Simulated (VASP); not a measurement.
Os:

```
CELL_PARAMETERS angstrom
0.00000 1.91000 1.91000
1.91000 0.00000 1.91000
1.91000 1.91000 0.00000
ATOMIC_POSITIONS crystal
Os 0.00000 0.00000 0.00000
```

This isn't the form of Os at room conditions, which is hcp.

```yaml
Program: VASP 6.6.1
Task: relaxation of volume and atoms at fixed shape
Functional: LDA
Potentials_or_basis: VASP PAW LDA potentials, release 64 (Os)
Cutoff: 600 eV
k_mesh: 8 × 8 × 8
Occupations: fermi-dirac, width 0.05 eV
Spin: no spin polarisation
```

At the start: pressure -4.9 GPa; volume 13.94 Å³/atom.

Q: Where does the relaxation end?

A: Over 3 steps the energy falls by 2.4 meV/atom and the volume is 13.78 Å³/atom (-1.1 %); space group Fm-3m (No. 225, to 0.1 Å) before and after.

Step by step:
```csv
step,energy change (eV),largest force (eV/Å),pressure (GPa),volume (Å³)
1,0.0000,0.0000,-4.89,13.94
2,0.0496,0.0000,25.58,13.10
3,-0.0024,0.0000,-0.12,13.78
```

Final structure:
```cif
data_structure
_symmetry_space_group_name_H-M 'P 1'
_symmetry_Int_Tables_number 1
_cell_length_a 2.6913
_cell_length_b 2.6913
_cell_length_c 2.6913
_cell_angle_alpha 60.000
_cell_angle_beta 60.000
_cell_angle_gamma 60.000
_cell_volume 13.78
loop_
_atom_site_label
_atom_site_type_symbol
_atom_site_fract_x
_atom_site_fract_y
_atom_site_fract_z
_atom_site_occupancy
Os1 Os 0.00000 0.00000 0.00000 1
```
